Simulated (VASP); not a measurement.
A run of VASP 6.6.1 is set up as follows.

File POSCAR:

```
TiPt8
1.0
    0.0000000000      0.0000002291      3.8274668552
    4.0889007679     -4.0889006533      1.9137336724
    4.0889007679      4.0889006533     -1.9137336724
Pt Ti
8 1
Direct
    0.3378010425      0.0000000000      0.6756020850
    0.3378010425      0.3243979150      0.0000000000
    0.6621989575      0.0000000000      0.3243979150
    0.6621989575      0.6756020850      0.0000000000
    0.0000000000      0.3294750712      0.3294750712
    0.3294750712      0.6705249288      0.3294750712
    0.0000000000      0.6705249288      0.6705249288
    0.6705249288      0.3294750712      0.6705249288
    0.0000000000      0.0000000000      0.0000000000
```

The input INCAR.step1:

```
SYSTEM = TiPt8
ALGO = Normal
EDIFF = 1E-4
ENCUT = 520
GGA = PE
ISMEAR = -1
LASPH = .True.
LCHARG = .False.
LREAL = .False.
LWAVE = .True.
NBANDS = 56
NELM = 60
PREC = Accurate
SIGMA = 0.1
```

File INCAR.step2:

```
SYSTEM = TiPt8
ALGO = Normal
EDIFF = 1E-6
ENCUT = 520
ISIF = 2
ISMEAR = -1
ISTART = 1
LASPH = .True.
LCHARG = .False.
LMIXTAU = .True.
LREAL = .False.
LWAVE = .False.
METAGGA = R2SCAN
NBANDS = 56
NELM = 60
PREC = Accurate
SIGMA = 0.1
```

Contents of KPOINTS:

```
k-points
0
Gamma
  6 6 6
  0 0 0
```

Potentials or basis: VASP PAW PBE potentials, release 64 (Pt, Ti_sv).

Launch:

```console
$ cat potpaw_PBE.64/Pt/POTCAR potpaw_PBE.64/Ti_sv/POTCAR > POTCAR
$ cp INCAR.step1 INCAR
$ mpirun -np 1 vasp_std > vasp.out
$ cp INCAR.step2 INCAR
$ mpirun -np 1 vasp_std > vasp.out
```

Question: Estimate the largest force.

Answer: 0.016 eV/Å.

Question: Predict the pressure.

Answer: 21.1 GPa.

Question: Estimate the band gap on the k mesh.

Answer: Zero (band 46 reaches 12.69 eV, above the bottom of band 47 at 11.07 eV).

Forces on the atoms (eV/Å):
```
Pt  -0.011 -0.011  0.000
Pt   0.011 -0.011  0.000
Pt   0.011  0.011  0.000
Pt  -0.011  0.011  0.000
Pt   0.012  0.000  0.000
Pt   0.000  0.012  0.000
Pt  -0.012  0.000  0.000
Pt   0.000 -0.012  0.000
Ti   0.000  0.000  0.000
```

Caveat: the PAW data sets were made with another functional, which shifts forces and pressure a little; spin-orbit coupling is left out, which moves the levels of the heavy elements.
